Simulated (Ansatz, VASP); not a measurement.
**NaF: VASP beside Ansatz**

File POSCAR:

```
NaF
1.0
    0.0000000000      3.1745417000      5.7423775000
    1.6501899000      0.0000000000      5.7423775000
    1.6501899000      3.1745417000      0.0000000000
Na F
2 2
Direct
    0.1835050000      0.1835050000      0.8164950000
    0.4335050000      0.4335050000      0.0664950000
    0.8164950000      0.8164950000      0.1835050000
    0.0664950000      0.0664950000      0.4335050000
```

The input INCAR.step1:

```
  ALGO = Normal
  EDIFF = 1E-5
  ENCUT = 660
  GGA = PE
  GGA_COMPAT = False
  ISMEAR = 0
  LASPH = True
  LCHARG = False
  LREAL = False
  LWAVE = True
  NBANDS = 22
  NELM = 120
  PREC = Accurate
  SIGMA = 0.02
```

The input INCAR.step2:

```
  ALGO = Normal
  EDIFF = 1E-6
  ENCUT = 660
  GGA_COMPAT = False
  ISIF = 2
  ISMEAR = 0
  ISTART = 1
  LASPH = True
  LCHARG = False
  LMIXTAU = True
  LREAL = False
  LWAVE = False
  METAGGA = R2SCAN
  NBANDS = 22
  NELM = 120
  PREC = Accurate
  SIGMA = 0.02
```

The input KPOINTS:

```
k-points
0
Gamma
  8 8 8
```

Input for Ansatz:

```yaml
crystal:
  lattice:
    - [0.0, 3.1745417, 5.7423775]
    - [1.6501899, 0.0, 5.7423775]
    - [1.6501899, 3.1745417, 0.0]
  atoms:
    - { symbol: Na, position: [0.183505, 0.183505, 0.816495] }
    - { symbol: Na, position: [0.433505, 0.433505, 0.066495] }
    - { symbol: F, position: [0.816495, 0.816495, 0.183505] }
    - { symbol: F, position: [0.066495, 0.066495, 0.433505] }
basis:
  ecutwfc: 500
kpoints:
  mp_grid: { grid: [8, 8, 8] }
  band_path: { path: [VBM, CBM], npoints: 2 }
hamiltonian:
  xc: r2scan
scf:
  occupations: { method: gaussian, width: 0.02 }
output:
  forces: false
  stress: false
  eigenvalues: true
checkpoint:
  read: start.run
  write: ck
  compress: false
  write_wavefunctions: false
  write_every: 100000
```

Alike in both runs: task single point; functional r2SCAN; k mesh 8 × 8 × 8; occupations gaussian, width 0.02 eV; no spin polarisation.

|  | VASP | Ansatz |
| --- | --- | --- |
| version | VASP 6.6.1 | Ansatz 0.2.0 |
| potentials or method | VASP PAW PBE potentials, release 64 (Na_pv, F), cutoff 660 eV | scalar-relativistic, plane waves, PAW |
| valence electrons in the cell | 28 | 32 |

|  | VASP | Ansatz | Ansatz less VASP |
| --- | --- | --- | --- |
| gap on the k mesh at the Fermi level (eV) | 6.13 | 6.12 | -0.015 |
| least direct gap on the mesh (eV) | 6.13 | 6.12 | -0.015 |

VASP's potentials were made for PBE, not for r2SCAN. VASP's potentials hold 28 valence electrons a cell and Ansatz's 32, so a difference there can come from the potentials and not from the codes.
